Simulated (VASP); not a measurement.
Here is a VASP 6.6.1 calculation.

INCAR

```
ALGO     = Normal         # electronic algorithm
EDIFF    = 1E-6           # SCF threshold, eV
ENCUT    = 520            # plane-wave cutoff, eV
GGA      = PE             # functional
ISIF     = 2              # what is computed and relaxed
ISMEAR   = 0              # smearing method
LASPH    = T              # aspherical terms in the spheres
LCHARG   = F              # write CHGCAR
LREAL    = F              # projectors in reciprocal space
LWAVE    = F              # write WAVECAR
NBANDS   = 34             # bands
NELM     = 80             # most SCF steps
PREC     = Accurate       # precision mode
SIGMA    = 0.1            # smearing width, eV
```

Contents of KPOINTS:

```
k-points
0
Gamma
  6 6 2
```

Contents of POSCAR:

```
NbInS4
1.0
    4.2766726000      0.0000000000      0.0000000000
   -2.1383363000      3.7037071100      0.0000000000
    0.0000000000      0.0000000000     10.2801443500
Nb In S
1 1 4
Direct
    0.0000000000      0.0000000000      0.0000000000
    0.0000000000      0.0000000000      0.5000000000
    0.3333333300      0.6666666700      0.1085246800
    0.6666666700      0.3333333300      0.1085246800
    0.6666666700      0.3333333300      0.8914753200
    0.3333333300      0.6666666700      0.8914753200
```

Potentials or basis: VASP PAW PBE potentials, release 64 (Nb_sv, In_d, S).

Run with:

```bash
$ cat potpaw_PBE.64/Nb_sv/POTCAR potpaw_PBE.64/In_d/POTCAR potpaw_PBE.64/S/POTCAR > POTCAR
$ mpirun -np 1 vasp_std > vasp.out
```

Problem. What does it give for the pressure?

Solution. 3.8 GPa.

Problem. Estimate the largest force.

Solution. 0.957 eV/Å.

Problem. Predict the band gap on the k mesh.

Solution. Zero (bands 25 and 26 overlap by 0.38 eV).

Stress tensor (GPa, compression positive):
```
4.75 0.00 0.00
0.00 4.75 0.00
0.00 0.00 2.00
```

Caveat: the cell stands under pressure; spin-orbit coupling is left out, which moves the levels of the heavy elements.
